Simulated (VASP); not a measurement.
Wanted: the native input for a VASP 6.6.1 run.

```yaml
Task: single point
Functional: PBE
Potentials_or_basis: VASP PAW PBE potentials, release 64 (I)
Cutoff: 520 eV
k_mesh: 12 × 12 × 7
Occupations: fermi-dirac, width 0.08 eV
Spin: no spin polarisation
Dipole_correction: no
Further_INCAR_settings: ALGO = Normal; EDIFF = 1e-06; NBANDS = 14
```

The structure of I lies in POSCAR:

```
I
1.0
    3.1335662156      0.0000000000      0.0000000000
   -1.5667831078      2.7137479472      0.0000000000
    0.0000000000      0.0000000000      5.4640347716
I
2
Direct
    0.3333333333      0.6666666667      0.2500000000
    0.6666666667      0.3333333333      0.7500000000
```

This cell differs from its parent crystal: volume scaled by 0.6.

These files were run (other wordings do the same):

INCAR

```
SYSTEM = I
PREC     = Accurate       ! precision mode
ENCUT    = 520            ! plane-wave cutoff, eV
EDIFF    = 1E-6           ! SCF threshold, eV
ISMEAR   = -1             ! smearing method
SIGMA    = 0.08           ! smearing width, eV
LREAL    = .FALSE.        ! projectors in reciprocal space
LASPH    = .TRUE.         ! aspherical terms in the spheres
NELM     = 60             ! most SCF steps
ALGO     = Normal         ! electronic algorithm
ISIF     = 2              ! what is computed and relaxed
LWAVE    = .FALSE.        ! write WAVECAR
LCHARG   = .FALSE.        ! write CHGCAR
GGA      = PE             ! functional
NBANDS   = 14             ! bands
```

KPOINTS

```
Automatic mesh
0
G
  12 12 7
  0 0 0
```

Potentials or basis: VASP PAW PBE potentials, release 64 (I).

Run with:

```console
$ cat potpaw_PBE.64/I/POTCAR > POTCAR
$ mpirun -np 1 vasp_std > vasp.out
```

Results of the run:

```yaml
Pressure: 29.7 GPa
Band_gap_on_the_k_mesh: zero (band 7 reaches 13.35 eV, above the bottom of band 8 at 7.89 eV)
```

Caveat: spin-orbit coupling is left out, which moves the levels of the heavy elements.

Wall time 17 s on 1 thread of Intel(R) Xeon(R) 6975P-C (Granite Rapids), with other jobs on the host, peak memory 0.18 GiB.
